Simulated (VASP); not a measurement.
Set up this calculation in VASP 6.6.1, as the native input.

```yaml
Task: single point
Functional: PBE
Potentials_or_basis: VASP PAW PBE potentials, release 64 (Ni)
Cutoff: 520 eV
k_mesh: 19 × 19 × 19
Occupations: fermi-dirac, width 0.05 eV
Spin: collinear spin, ferromagnetic start
Starting_moments: "[1.0] μB"
Dipole_correction: no
Further_INCAR_settings: ALGO = Normal; EDIFF = 1e-07; NBANDS = 15
```

The structure of Ni lies in POSCAR:

```
Ni
1.0
   -1.3519205139      1.3519205139      1.3519205139
    1.3519205139     -1.3519205139      1.3519205139
    1.3519205139      1.3519205139     -1.3519205139
Ni
1
Direct
    0.0000000000      0.0000000000      0.0000000000
```

This isn't the form of Ni at room conditions, which is fcc.

The input as run:

INCAR

```
SYSTEM = Ni
PREC     = Accurate       ! precision mode
ENCUT    = 520            ! plane-wave cutoff, eV
EDIFF    = 1E-7           ! SCF threshold, eV
ISMEAR   = -1             ! smearing method
SIGMA    = 0.05           ! smearing width, eV
LREAL    = .False.        ! projectors in reciprocal space
LASPH    = .True.         ! aspherical terms in the spheres
NELM     = 150            ! most SCF steps
ALGO     = Normal         ! electronic algorithm
ISIF     = 2              ! what is computed and relaxed
LWAVE    = .False.        ! write WAVECAR
LCHARG   = .False.        ! write CHGCAR
ISPIN    = 2              ! spin polarisation
MAGMOM   = 1              ! initial moments
LORBIT   = 11             ! projections on sites
LMAXMIX  = 4              ! l up to which the mixer works
GGA      = PE             ! functional
NBANDS   = 15             ! bands
```

KPOINTS

```
Automatic mesh
0
Gamma
  19 19 19
  0 0 0
```

Potentials or basis: VASP PAW PBE potentials, release 64 (Ni).

Command:

```sh
$ cat potpaw_PBE.64/Ni/POTCAR > POTCAR
$ mpirun -np 1 vasp_std > vasp.out
```

Results of the run:

```
Pressure                                              : 25.5 GPa
Net moment                                            : 0.45 μB per cell
Site moments                                          : Ni +0.45 μB
Valence electrons inside the program's atomic spheres : Ni 9.50
```

Caveat: the cell stands under pressure.

It took 110 s on 1 thread of Intel Xeon 8259CL, on a shared host, peak memory 0.17 GiB.
